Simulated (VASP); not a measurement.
A run of VASP 6.6.1 is set up as follows.

The input INCAR:

```
ALGO = Normal
EDIFF = 1E-6
ENCUT = 520
GGA = PE
ISIF = 2
ISMEAR = 0
LASPH = True
LCHARG = False
LREAL = False
LWAVE = False
NBANDS = 61
NELM = 100
PREC = Accurate
SIGMA = 0.2
```

File KPOINTS:

```
k-points
0
Gamma
  6 6 2
```

POSCAR

```
W3C2
1.0
    4.3269284839      0.0078728954     -0.0039805317
   -0.0049717377      2.9642366563      0.5477647194
    0.0067499178      1.3279001204      9.3693182352
W C
6 4
Direct
    0.2500399306      0.6997361856      0.0500580397
    0.7499642863      0.7003301074      0.5499443108
    0.2498750807      0.3502764681      0.3941050524
    0.7500537789      0.3579679003      0.8940187043
   -0.2499950949      0.0492313015      0.2059029084
    0.2500808680      0.0424561885      0.7059777283
    0.7499006255      0.3749015507      0.3777396693
    1.2500713833      0.3709332062      0.8777998886
    0.2499628365      0.0250397612      0.2222580695
    0.7500463051      0.0291273306      0.7221956287
```

Potentials or basis: VASP PAW PBE potentials, release 64 (W_sv, C).

The run is started by

```sh
$ cat potpaw_PBE.64/W_sv/POTCAR potpaw_PBE.64/C/POTCAR > POTCAR
$ mpirun -np 1 vasp_std > vasp.out
```

(1) Predict the band gap on the k mesh.

(2) Estimate the largest force.

Answers

(1) zero (band 50 reaches 12.64 eV, above the bottom of band 51 at 11.25 eV).

(2) 0.053 eV/Å.

Caveat: the k points lie up to 0.37 Å⁻¹ apart; spin-orbit coupling is left out, which moves the levels of the heavy elements.
